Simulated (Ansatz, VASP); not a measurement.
## Two plane-wave programs on GaN

```
Ga N
1.0
     3.15132    0.00000    0.00000
    -1.57566    2.72912    0.00000
     0.00000    0.00000    5.13179
Ga N
2 2
Direct
  0.33333 0.66667 0.99913
  0.66667 0.33333 0.49913
  0.33333 0.66667 0.37587
  0.66667 0.33333 0.87587
```

Change from the starting cell: hydrostatic strain -1.0%.

Alike in both runs: task single point; functional PBE; k mesh 12 × 12 × 6; occupations fermi-dirac, width 0.02 eV; no spin polarisation.

|  | VASP | Ansatz |
| --- | --- | --- |
| version | VASP 6.6.1 | Ansatz 0.2.0 |
| potentials or method | VASP PAW PBE potentials, release 64 (Ga_d, N) | plane waves, PAW |
| plane-wave cutoff (eV) | 520 | 420 |
| valence electrons in the cell | 36 | 36 |

Ansatz gave:

```
gap on the k mesh at the Fermi level (eV)                     : 2.13
pressure (GPa)                                                : 12.6
traceless stress, the component that is largest in VASP (GPa) : 0.04
rms of the force components (eV/Å)                            : 0.005
```

Estimate VASP's values.

gap on the k mesh at the Fermi level (eV): 2.14; pressure (GPa): 12.6; traceless stress, the component that is largest in VASP (GPa): 0.07; rms of the force components (eV/Å): 0.005.

Atom by atom the forces differ by 0.000 eV/Å (rms over components). The functional is the same, so the differences come from potentials, cutoffs and numerics.
